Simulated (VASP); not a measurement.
Input of a VASP 6.6.1 run:

The input INCAR:

```
PREC = Accurate ; ENCUT = 520
EDIFF = 1E-6 ; ISMEAR = 0
SIGMA = 0.1 ; LREAL = F
LASPH = T ; NELM = 100
ALGO = Normal ; ISIF = 2
LWAVE = F ; LCHARG = T
GGA = PS ; LELF = T
LVHAR = T ; NBANDS = 14
```

KPOINTS

```
Automatic mesh
0
Gamma
  14 14 14
```

The input POSCAR:

```
ZrB
1.0
    0.0000000000      2.4065442824      2.4065442824
    2.4065442824      0.0000000000      2.4065442824
    2.4065442824      2.4065442824      0.0000000000
Zr B
1 1
Direct
    0.0000000000      0.0000000000      0.0000000000
    0.5000000000      0.5000000000      0.5000000000
```

Potentials or basis: VASP PAW PBE potentials, release 64 (Zr_sv, B).

Run with:

```sh
$ cat potpaw_PBE.64/Zr_sv/POTCAR potpaw_PBE.64/B/POTCAR > POTCAR
$ mpirun -np 1 vasp_std > vasp.out
```

What does it give for the pressure?

5.7 GPa.

Caveat: the PAW data sets were made with another functional, which shifts forces and pressure a little.
